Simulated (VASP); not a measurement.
Here is a VASP 6.6.1 calculation.

Contents of INCAR:

```
SYSTEM = PtSe2
  PREC = Accurate
  ENCUT = 600
  EDIFF = 1E-6
  ISMEAR = -1
  SIGMA = 0.15
  LREAL = .FALSE.
  LASPH = .TRUE.
  NELM = 80
  ALGO = Normal
  ISIF = 3
  LWAVE = .FALSE.
  LCHARG = .FALSE.
  GGA = PS
  IVDW = 13
  IBRION = 2
  NSW = 80
  EDIFFG = -0.01
  PSTRESS = 50.0
```

KPOINTS

```
Automatic mesh
0
G
  9 9 6
  0 0 0
```

Contents of POSCAR:

```
PtSe2
1.0
    3.7240000000      0.0000000000      0.0000000000
   -1.8620000000      3.2250800000      0.0000000000
    0.0000000000      0.0000000000      5.0620000000
Pt Se
1 2
Direct
    0.0000000000      0.0000000000      0.0000000000
    0.3333333333      0.6666666667      0.2500000000
    0.6666666667      0.3333333333      0.7500000000
```

Potentials or basis: VASP PAW PBE potentials, release 64 (Pt, Se).

Launch:

```console
$ cat potpaw_PBE.64/Pt/POTCAR potpaw_PBE.64/Se/POTCAR > POTCAR
$ mpirun -np 1 vasp_std > vasp.out
```

(1) Predict the space group after relaxing (to 0.05 Å).

(2) Predict the band gap on the k mesh.

(3) Predict the relaxed volume.

(4) What does it give for the relaxed cell?

Results:

(1) P-3m1 (No. 164).

(2) zero (band 11 reaches 8.54 eV, above the bottom of band 12 at 7.76 eV).

(3) 18.11 Å³/atom.

(4) a = 3.719 Å, b = 3.719 Å, c = 4.535 Å, α = 90.00°, β = 90.00°, γ = 120.00°.

Caveat: the cell is relaxed towards a set pressure, so the enthalpy falls and the energy may rise; the PAW data sets were made with another functional, which shifts forces and pressure a little; spin-orbit coupling is left out, which moves the levels of the heavy elements; pairwise dispersion overbinds metals, which lowers pressure and volume.
